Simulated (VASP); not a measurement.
A run of VASP 6.6.1 is set up as follows.

Contents of INCAR:

```
PREC = Accurate
ENCUT = 500
EDIFF = 1E-6
ISMEAR = 0
SIGMA = 0.01
LREAL = F
LASPH = T
NELM = 120
ALGO = Normal
ISIF = 2
LWAVE = F
LCHARG = F
GGA = PE
NBANDS = 16
GGA_COMPAT = F
```

Contents of KPOINTS:

```
Automatic mesh
0
Gamma
  4 4 4
```

POSCAR

```
InP
1.0
    0.0000000000      2.9100000000      2.9100000000
    2.9100000000      0.0000000000      2.9100000000
    2.9100000000      2.9100000000      0.0000000000
In P
1 1
Direct
    0.0000000000      0.0000000000      0.0000000000
    0.2500000000      0.2500000000      0.2500000000
```

Potentials or basis: VASP PAW PBE potentials, release 64 (In_d, P).

Launch:

```sh
$ cat potpaw_PBE.64/In_d/POTCAR potpaw_PBE.64/P/POTCAR > POTCAR
$ mpirun -np 1 vasp_std > vasp.out
```

(1) Estimate the pressure.

(2) What does it give for the band gap on the k mesh?

Results:

(1) 5.1 GPa.

(2) 0.81 eV, direct.

Caveat: the k points lie up to 0.47 Å⁻¹ apart; spin-orbit coupling is left out, which moves the levels of the heavy elements.
